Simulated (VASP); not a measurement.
A run of VASP 6.6.1:

File POSCAR:

```
CuI
1.0
    3.6613896848      0.0000000000      0.0000000000
    0.0000000000      3.6613896848      0.0000000000
    0.0000000000      0.0000000000      3.6613896848
Cu I
1 1
Direct
    0.0000000000      0.0000000000      0.0000000000
    0.5000000000      0.5000000000      0.5000000000
```

The input INCAR.step1:

```
SYSTEM = CuI
ALGO = Normal
EDIFF = 1E-5
ENCUT = 600
GGA = PE
ISMEAR = -1
LASPH = .TRUE.
LCHARG = .FALSE.
LREAL = .FALSE.
LWAVE = .TRUE.
NBANDS = 16
NELM = 60
PREC = Accurate
SIGMA = 0.02
```

The input INCAR.step2:

```
SYSTEM = CuI
ALGO = Normal
EDIFF = 1E-6
EDIFFG = -0.005
ENCUT = 600
GGA = PE
HFSCREEN = 0.2079
IBRION = 2
ISIF = 3
ISMEAR = -1
ISTART = 1
LASPH = .TRUE.
LCHARG = .FALSE.
LHFCALC = .TRUE.
LREAL = .FALSE.
LWAVE = .FALSE.
NELM = 60
NSW = 80
PREC = Accurate
PRECFOCK = Normal
SIGMA = 0.02
```

File KPOINTS:

```
k-points
0
G
  4 4 4
  0 0 0
```

Potentials or basis: VASP PAW PBE potentials, release 64 (Cu, I).

Command:

```console
$ cat potpaw_PBE.64/Cu/POTCAR potpaw_PBE.64/I/POTCAR > POTCAR
$ cp INCAR.step1 INCAR
$ mpirun -np 1 vasp_std > vasp.out
$ cp INCAR.step2 INCAR
$ mpirun -np 1 vasp_std > vasp.out
```

Hardware: 1 thread of Intel(R) Xeon(R) Platinum 8488C (Sapphire Rapids), with other jobs on the host.

Q: How long does it take, and how much memory?

A: It took 17 min on 1 thread of Intel(R) Xeon(R) Platinum 8488C (Sapphire Rapids) (shared host), peak memory 0.28 GiB. Counts: k points 10, ion steps 4.
